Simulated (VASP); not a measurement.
# InSb (I-4m2) in VASP: notebook

Runs on InSb. Level: PBE. Tasks: single point.

Program: VASP 6.6.1. These are calculated values, not measurements. Logs are shortened: lines on timing, memory, paths and dates and some standing lists are left out, and cuts for length are marked.

## Step 1: The cell of the first run

Symmetry: I-4m2, No. 119, tetragonal system. Conventional cell: a = 6.015 Å, b = 6.015 Å, c = 2.847 Å, α = 90.00°, β = 90.00°, γ = 90.00°. In (site symmetry -4m2) has 2 In at 2.85 Å and 8 Sb at 3.09 to 3.69 Å within 3.8 Å. Sb (site symmetry -4m2) has 2 Sb at 2.85 Å and 8 In at 3.09 to 3.69 Å within 3.8 Å.

## Step 2: Single point, PBE

Contents of INCAR:

```
SYSTEM = InSb
PREC     = Accurate       ! precision mode
ENCUT    = 520            ! plane-wave cutoff, eV
EDIFF    = 1E-7           ! SCF threshold, eV
ISMEAR   = 0              ! smearing method
SIGMA    = 0.15           ! smearing width, eV
LREAL    = .False.        ! projectors in reciprocal space
LASPH    = .True.         ! aspherical terms in the spheres
NELM     = 100            ! most SCF steps
ALGO     = Normal         ! electronic algorithm
ISIF     = 2              ! what is computed and relaxed
LWAVE    = .False.        ! write WAVECAR
LCHARG   = .False.        ! write CHGCAR
GGA      = PE             ! functional
NBANDS   = 16             ! bands
```

Contents of KPOINTS:

```
regular mesh
0
Gamma
  16 16 16
  0 0 0
```

Contents of POSCAR:

```
InSb
1.0
   -3.0074500000      3.0074500000      1.4236000000
    3.0074500000     -3.0074500000      1.4236000000
    3.0074500000      3.0074500000     -1.4236000000
In Sb
1 1
Direct
    0.2500000000      0.7500000000      0.5000000000
    0.0000000000      0.0000000000      0.0000000000
```

Potentials or basis: VASP PAW PBE potentials, release 64 (In_d, Sb).

Started as:

```bash
> cat potpaw_PBE.64/In_d/POTCAR potpaw_PBE.64/Sb/POTCAR > POTCAR
> mpirun -np 1 vasp_std > vasp.out
```

OUTCAR:

```text
SYSTEM = InSb
   PREC = Accurate
   ENCUT = 520
   EDIFF = 1E-7
   ISMEAR = 0
   LREAL = .False.
   LASPH = .True.
   NELM = 100
   ISIF = 2
   GGA = PE

 ion  position               nearest neighbor table
   1  0.250  0.750  0.500-   2 3.09   2 3.09   2 3.09   2 3.09   2 3.69   2 3.69   2 3.69   2 3.69

   2  0.000  0.000  0.000-   1 3.09   1 3.09   1 3.09   1 3.09   1 3.69   1 3.69   1 3.69   1 3.69

  LATTYP: Found a body centered tetragonal cell.
 ALAT       =     6.0149000000
 C/A-ratio  =     0.4733578281

  Lattice vectors:

 A1 = (  -3.0074500000,   3.0074500000,   1.4236000000)
 A2 = (   3.0074500000,  -3.0074500000,   1.4236000000)
 A3 = (   3.0074500000,   3.0074500000,  -1.4236000000)

Analysis of symmetry for initial positions (statically):
=====================================================================
 Subroutine PRICEL returns:
 Original cell was already a primitive cell.

 Routine SETGRP: Setting up the symmetry group for a
 body centered tetragonal supercell.

 Subroutine GETGRP returns: Found  8 space group operations
 (whereof  8 operations were pure point group operations)
 out of a pool of 16 trial point group operations.

The static configuration has the point symmetry D_2d.

Analysis of symmetry for dynamics (positions and initial velocities):
=====================================================================
 Subroutine PRICEL returns:
 Original cell was already a primitive cell.

 Routine SETGRP: Setting up the symmetry group for a
 body centered tetragonal supercell.

 Subroutine GETGRP returns: Found  8 space group operations
 (whereof  8 operations were pure point group operations)
 out of a pool of 16 trial point group operations.

The dynamic configuration has the point symmetry D_2d.

 Subroutine INISYM returns: Found  8 space group operations
 (whereof  8 operations are pure point group operations),
 and found     1 'primitive' translations

----------------------------------------------------------------------------------------

                                     Primitive cell

  volume of cell :      51.5045

  direct lattice vectors                    reciprocal lattice vectors
    -3.007450000  3.007450000  1.423600000     0.000000000  0.166253803  0.351222253
     3.007450000 -3.007450000  1.423600000     0.166253803  0.000000000  0.351222253
     3.007450000  3.007450000 -1.423600000     0.166253803  0.166253803  0.000000000

  length of vectors
[... 83 lines left out ...]
   LREAL  =      F    real-space projection
   EDIFFG = 0.1E-05   stopping-criterion for IOM
   NSW    =      0    number of steps for IOM
   IBRION =     -1    ionic relax: 0-MD 1-quasi-New 2-CG
   NFREE  =      0    steps in history (QN), initial steepest desc. (CG)
   ISIF   =      2    stress and relaxation
   ISYM   =      2    0-nonsym 1-usesym 2-fastsym
   POTIM  = 0.5000    time-step for ionic-motion
   TEBEG  =    0.0;   TEEND  =   0.0 temperature during run
   PSTRESS=    0.0 pullay stress
   NELECT =      18.0000    total number of electrons
   NUPDOWN=      -1.0000    fix difference up-down
   EMIN   =  10.00;   EMAX   =-10.00  energy-range for DOS
   EFERMI =   0.00;   METHOD = LEGACY
   ISMEAR =     0;   SIGMA  =   0.15  broadening in eV -4-tet -1-fermi 0-gaus
   EFERMI_NEDOS =   21; number of points for ismear=-14 and -15
   IALGO  =     38    algorithm
   IMIX   =      4    mixing-type and parameters
     AMIX     =   0.40;   BMIX     =  1.00
     AMIX_MAG =   1.60;   BMIX_MAG =  1.00
  volume/ion in A,a.u.               =      25.75       173.78
  Fermi-wavevector in a.u.,A,eV,Ry     =   1.153145  2.179129 18.092269  1.329744
  Thomas-Fermi vector in A             =   2.289791
   LORBIT       =      0    0 simple, 1 ext, 2 COOP (PROOUT), +10 PAW based schemes
   GGA     = PE    functional components
   LHFCALC =     F    Hartree Fock is set to
   AEXX    =    0.0000 exact exchange contribution
   IVDW    =     0    specifies the selected vdW correction
   LEPSILON=     F    determine dielectric tensor
   LRPA    =     F    only Hartree local field effects (RPA)
 non-spin polarized calculation
 Gauss-broadening in eV      SIGMA  =   0.15
  energy-cutoff  :      520.00
  volume of cell :       51.50
 maximum number of plane-waves:      1409
 NGX is ok and might be reduce to    36
   NGX = 17   NGY = 17   NGZ = 17

 number of electron      18.0000005 magnetization

 Free energy of the ion-electron system (eV)
  ---------------------------------------------------
  ext. energy  EPLUGINS =         0.00000000
  ---------------------------------------------------
  free energy    TOTEN  =        -6.41154663 eV

  energy without entropy =       -6.40046747  energy(sigma->0) =       -6.40600705

 E-fermi :   8.2222     XC(G=0): -10.2844

 val. band max:        8.2130074904   @ k =   0.1250   0.1250   0.1250
 cond. band min:       8.2384670800   @ k =  -0.1875  -0.2500   0.1250
 fundamental gap:      0.0254595896
 Fermi energy:         8.2222482579

 k-point     1 :       0.0000    0.0000    0.0000
  band No.  band energies     occupation
      1      -6.9616      2.00000
      2      -6.3975      2.00000
      3      -6.3971      2.00000
      4      -6.1556      2.00000
      5      -6.1556      2.00000
      6      -3.8913      2.00000
[... 433 lines left out ...]
      3      -6.3965      2.00000
      4      -6.1557      2.00000
      5      -6.1554      2.00000
      6      -3.8661      2.00000
[... 8 lines left out ...]
     15      17.9142      0.00000
     16      20.4478      0.00000

 [... further k-points ...]

------------------------ aborting loop because EDIFF is reached ----------------------------------------

  FORCE on cell =-STRESS in cart. coord.  units (eV):
  Direction    XX          YY          ZZ          XY          YZ          ZX
  --------------------------------------------------------------------------------------
  -------------------------------------------------------------------------------------
  Total        0.8659788      0.8659788      5.5149140      0.0000000     -0.0000000      0.0000000
  in kB       26.9384776     26.9384776    171.5554530      0.0000000     -0.0000000      0.0000000
  external PRESSURE =      75.1441360 kB  Pullay stress =       0.0000000 kB

 VOLUME and BASIS-vectors are now :
 -----------------------------------------------------------------------------
  energy-cutoff  :      520.00
  volume of cell :       51.50
      direct lattice vectors                 reciprocal lattice vectors
    -3.007450000  3.007450000  1.423600000     0.000000000  0.166253803  0.351222253
     3.007450000 -3.007450000  1.423600000     0.166253803  0.000000000  0.351222253
     3.007450000  3.007450000 -1.423600000     0.166253803  0.166253803  0.000000000

 POSITION                                       TOTAL-FORCE (eV/Angst)
 -----------------------------------------------------------------------------------
      3.00745      0.00000      0.71180         0.000000      0.000000      0.000000
      0.00000      0.00000      0.00000        -0.000000     -0.000000     -0.000000
 -----------------------------------------------------------------------------------
    total drift:                               -0.000000      0.000000      0.000000

  FREE ENERGIE OF THE ION-ELECTRON SYSTEM (eV)
  ---------------------------------------------------
  free  energy   TOTEN  =        -6.4115466318 eV

  energy  without entropy=       -6.4004674658  energy(sigma->0) =       -6.40600705
```

OSZICAR:

```text
N       E                     dE             d eps       ncg     rms          rms(c)
DAV:   1     0.108057944813E+03    0.10806E+03   -0.82090E+03 11200   0.123E+03
DAV:   2    -0.204854530386E+00   -0.10826E+03   -0.10498E+03 12448   0.299E+02
DAV:   3    -0.629365427499E+01   -0.60888E+01   -0.60503E+01 14264   0.687E+01
DAV:   4    -0.644022713567E+01   -0.14657E+00   -0.14654E+00 13736   0.115E+01
DAV:   5    -0.644805730204E+01   -0.78302E-02   -0.78301E-02 16448   0.238E+00    0.387E+00
DAV:   6    -0.641538882572E+01    0.32668E-01   -0.65926E-02 14664   0.453E+00    0.210E+00
DAV:   7    -0.641174094739E+01    0.36479E-02   -0.19486E-02 16064   0.199E+00    0.453E-01
DAV:   8    -0.641148674726E+01    0.25420E-03   -0.21347E-03 14432   0.608E-01    0.137E-01
DAV:   9    -0.641154634225E+01   -0.59595E-04   -0.17805E-04 14712   0.112E-01    0.392E-02
DAV:  10    -0.641154602202E+01    0.32023E-06   -0.78204E-06 15104   0.231E-02    0.920E-03
DAV:  11    -0.641154705763E+01   -0.10356E-05   -0.12995E-06 13992   0.881E-03    0.431E-03
DAV:  12    -0.641154672658E+01    0.33106E-06   -0.90248E-08 10128   0.442E-03    0.204E-03
DAV:  13    -0.641154663177E+01    0.94806E-07   -0.23276E-08  7376   0.126E-03
   1 F= -.64115466E+01 E0= -.64060070E+01  d E =-.110792E-01
```

stdout:

```text
POSCAR found type information on POSCAR InSb
 POSCAR found :  2 types and       2 ions
 scaLAPACK will be used
 LDA part: xc-table for (Slater+PW92), standard interpolation
 POSCAR, INCAR and KPOINTS ok, starting setup
 FFT: planning ... GRIDC
 FFT: planning ... GRID_SOFT
 FFT: planning ... GRID
 WAVECAR not read
 entering main loop
```

Run time: 7.8 min. Hardware: 1 thread of Intel Xeon 8259CL, shared host; peak memory 0.44 GiB.

What came out:

| Quantity | Value |
| --- | --- |
| Free energy | -6.4115 eV |
| Pressure | 7.5 GPa |
| Band gap on the k mesh | zero (bands 9 and 10 overlap by 3.47 eV) |

Levels at points of the mesh, in eV from the Fermi level:
```csv
k point,band 5,band 6,band 7,band 8,band 9,band 10,band 11,band 12,band 13,band 14
"(0.00, 0.00, 0.00)",-14.38,-12.11,-4.42,-2.83,-2.83,2.69,5.43,5.43,7.61,8.49
"(0.50, 0.00, 0.00)",-14.20,-7.25,-5.24,-2.12,-1.21,-0.66,2.75,3.08,5.13,7.02
"(0.50, 0.50, 0.00)",-14.37,-11.17,-8.02,-1.22,0.72,0.83,1.03,7.08,9.41,9.64
"(0.50, 0.50, 0.50)",-14.37,-10.31,-6.23,-5.21,-5.21,6.78,7.74,7.74,8.75,11.73
```

Caveat: the stress differs along the axes, from 3 to 17 GPa; spin-orbit coupling is left out, which moves the levels of the heavy elements.

## Step 3: Single point, PBE

This run uses another cell than the first one, of 26.05 Å³/atom.

Contents of INCAR:

```
SYSTEM = InSb
  PREC = Accurate
  ENCUT = 520
  EDIFF = 1E-7
  ISMEAR = 0
  SIGMA = 0.15
  LREAL = .False.
  LASPH = .True.
  NELM = 60
  ALGO = Normal
  ISIF = 2
  LWAVE = .False.
  LCHARG = .False.
  GGA = PE
  NBANDS = 16
```

KPOINTS is that of step 2.

Contents of POSCAR:

```
InSb
1.0
   -2.9581623212      2.9581623212      1.4883500000
    2.9581623212     -2.9581623212      1.4883500000
    2.9581623212      2.9581623212     -1.4883500000
In Sb
1 1
Direct
    0.2500000000      0.7500000000      0.5000000000
    0.0000000000      0.0000000000      0.0000000000
```

Potentials or basis: VASP PAW PBE potentials, release 64 (In_d, Sb).

Started as:

```bash
> cat potpaw_PBE.64/In_d/POTCAR potpaw_PBE.64/Sb/POTCAR > POTCAR
> mpirun -np 1 vasp_std > vasp.out
```

OUTCAR:

```text
SYSTEM = InSb
   PREC = Accurate
   ENCUT = 520
   EDIFF = 1E-7
   ISMEAR = 0
   LREAL = .False.
   LASPH = .True.
   NELM = 60
   ISIF = 2
   GGA = PE

 ion  position               nearest neighbor table
   1  0.250  0.750  0.500-   2 3.05   2 3.05   2 3.05   2 3.05   2 3.71   2 3.71   2 3.71   2 3.71

   2  0.000  0.000  0.000-   1 3.05   1 3.05   1 3.05   1 3.05   1 3.71   1 3.71   1 3.71   1 3.71

  LATTYP: Found a body centered tetragonal cell.
 ALAT       =     5.9163246424
 C/A-ratio  =     0.5031333099

  Lattice vectors:

[... 645 lines left out ...]

  FORCE on cell =-STRESS in cart. coord.  units (eV):
  Direction    XX          YY          ZZ          XY          YZ          ZX
  --------------------------------------------------------------------------------------
  -------------------------------------------------------------------------------------
  Total        0.8703345      0.8703345      3.3398052      0.0000000      0.0000000      0.0000000
  in kB       26.7662605     26.7662605    102.7123464      0.0000000      0.0000000      0.0000000
  external PRESSURE =      52.0816225 kB  Pullay stress =       0.0000000 kB

 VOLUME and BASIS-vectors are now :
 -----------------------------------------------------------------------------
  energy-cutoff  :      520.00
  volume of cell :       52.10
      direct lattice vectors                 reciprocal lattice vectors
    -2.958162321  2.958162321  1.488350000     0.000000000  0.169023855  0.335942487
     2.958162321 -2.958162321  1.488350000     0.169023855  0.000000000  0.335942487
     2.958162321  2.958162321 -1.488350000     0.169023855  0.169023855  0.000000000

 POSITION                                       TOTAL-FORCE (eV/Angst)
 -----------------------------------------------------------------------------------
      2.95816     -0.00000      0.74418         0.000000     -0.000000     -0.000000
      0.00000      0.00000      0.00000        -0.000000      0.000000      0.000000
 -----------------------------------------------------------------------------------
    total drift:                               -0.000000      0.000000      0.000000

  FREE ENERGIE OF THE ION-ELECTRON SYSTEM (eV)
  ---------------------------------------------------
  free  energy   TOTEN  =        -6.5799071444 eV

  energy  without entropy=       -6.5702313848  energy(sigma->0) =       -6.57506926
```

OSZICAR:

```text
N       E                     dE             d eps       ncg     rms          rms(c)
DAV:   1     0.107732202867E+03    0.10773E+03   -0.81714E+03 11192   0.122E+03
DAV:   2    -0.434123261562E+00   -0.10817E+03   -0.10488E+03 12448   0.299E+02
DAV:   3    -0.646604443077E+01   -0.60319E+01   -0.59947E+01 14032   0.681E+01
DAV:   4    -0.661137821446E+01   -0.14533E+00   -0.14529E+00 13760   0.115E+01
DAV:   5    -0.661900869851E+01   -0.76305E-02   -0.76303E-02 16336   0.235E+00    0.369E+00
DAV:   6    -0.658293838409E+01    0.36070E-01   -0.74345E-02 14704   0.472E+00    0.201E+00
DAV:   7    -0.658007798386E+01    0.28604E-02   -0.20130E-02 15816   0.191E+00    0.461E-01
DAV:   8    -0.657984349360E+01    0.23449E-03   -0.20795E-03 14264   0.583E-01    0.151E-01
DAV:   9    -0.657991015546E+01   -0.66662E-04   -0.20234E-04 15232   0.120E-01    0.468E-02
DAV:  10    -0.657990719469E+01    0.29608E-05   -0.70283E-06 14848   0.221E-02    0.192E-02
DAV:  11    -0.657990734849E+01   -0.15380E-06   -0.21998E-06 14904   0.138E-02    0.781E-03
DAV:  12    -0.657990723605E+01    0.11244E-06   -0.18582E-07 11296   0.668E-03    0.297E-03
DAV:  13    -0.657990714440E+01    0.91653E-07   -0.17915E-08  7992   0.115E-03
   1 F= -.65799071E+01 E0= -.65750693E+01  d E =-.967576E-02
```

stdout:

```text
POSCAR found type information on POSCAR InSb
 POSCAR found :  2 types and       2 ions
 scaLAPACK will be used
 LDA part: xc-table for (Slater+PW92), standard interpolation
 POSCAR, INCAR and KPOINTS ok, starting setup
 FFT: planning ... GRIDC
 FFT: planning ... GRID_SOFT
 FFT: planning ... GRID
 WAVECAR not read
 entering main loop
```

It took 7.6 min on 1 thread of Intel Xeon 8259CL, shared host; peak memory 0.44 GiB.

What came out:

* Free energy: -6.5799 eV
* Pressure: 5.2 GPa
* Band gap on the k mesh: zero (bands 9 and 10 overlap by 4.01 eV)

Caveat: the stress differs along the axes, from 3 to 10 GPa; spin-orbit coupling is left out, which moves the levels of the heavy elements.

## Step 4: Single point, PBE

This run uses another cell than the first one, of 26.28 Å³/atom.

Contents of INCAR:

```
ALGO = Normal
EDIFF = 1E-7
ENCUT = 520
GGA = PE
ISIF = 2
ISMEAR = 0
LASPH = T
LCHARG = F
LREAL = F
LWAVE = F
NBANDS = 16
NELM = 60
PREC = Accurate
SIGMA = 0.15
```

Contents of KPOINTS:

```
k-points
0
Gamma
  16 16 16
```

Contents of POSCAR:

```
InSb
1.0
   -2.9088500000      2.9088500000      1.5530500000
    2.9088500000     -2.9088500000      1.5530500000
    2.9088500000      2.9088500000     -1.5530500000
In Sb
1 1
Direct
    0.2500000000      0.7500000000      0.5000000000
    0.0000000000      0.0000000000      0.0000000000
```

Started as:

```bash
> cat potpaw_PBE.64/In_d/POTCAR potpaw_PBE.64/Sb/POTCAR > POTCAR
> mpirun -np 1 vasp_std > vasp.out
```

It took 8.2 min on 1 thread of Intel Xeon 8259CL, shared host; peak memory 0.45 GiB.

The run converged. Its results:

```
Free energy            : -6.6482 eV
Pressure               : 4.2 GPa
Band gap on the k mesh : zero (bands 9 and 10 overlap by 4.34 eV)
```

Stress tensor (GPa, compression positive):
```
3.85 0.00 0.00
0.00 3.85 0.00
0.00 0.00 4.92
```

Levels at points of the mesh, in eV from the Fermi level:
```csv
k point,band 7,band 8,band 9,band 10,band 11,band 12
"(0.00, 0.00, 0.00)",-3.36,-2.32,-2.32,3.07,5.33,6.50
"(0.50, 0.00, 0.00)",-5.19,-2.23,-1.31,-1.28,2.46,3.07
"(0.50, 0.50, 0.00)",-7.80,-0.56,1.50,1.65,1.83,4.73
"(0.50, 0.50, 0.50)",-5.73,-5.02,-5.02,4.26,6.25,9.24
```

Caveat: the cell stands under pressure; spin-orbit coupling is left out, which moves the levels of the heavy elements.

## Step 5: Overview

| cell | gap on the mesh (eV) | pressure (GPa) |
| --- | --- | --- |
| a = 4.485 Å, angles 95.8, 95.8, 143.0°, 2 atoms | none | 7.5 |
| a = 4.440 Å, angles 96.5, 96.5, 140.8°, 2 atoms | none | 5.2 |
| a = 4.397 Å, angles 97.2, 97.2, 138.6°, 2 atoms | none | 4.2 |

Alike in all rows: task single point; level PBE; potentials or basis VASP PAW PBE potentials, release 64 (In_d, Sb); no spin polarisation; k mesh 16 × 16 × 16; cutoff (eV) 520; smearing gaussian 0.15 eV.

Caveats: spin-orbit coupling is left out, which moves the levels of the heavy elements; the stress differs along the axes, from 3 to 17 GPa (at least some runs); the stress differs along the axes, from 3 to 10 GPa (at least some runs); the cell stands under pressure (at least some runs).

Absolute energies hang on the potentials; compare differences alone.

The gap in the log of VASP goes by the Fermi energy; the results here count the filled bands.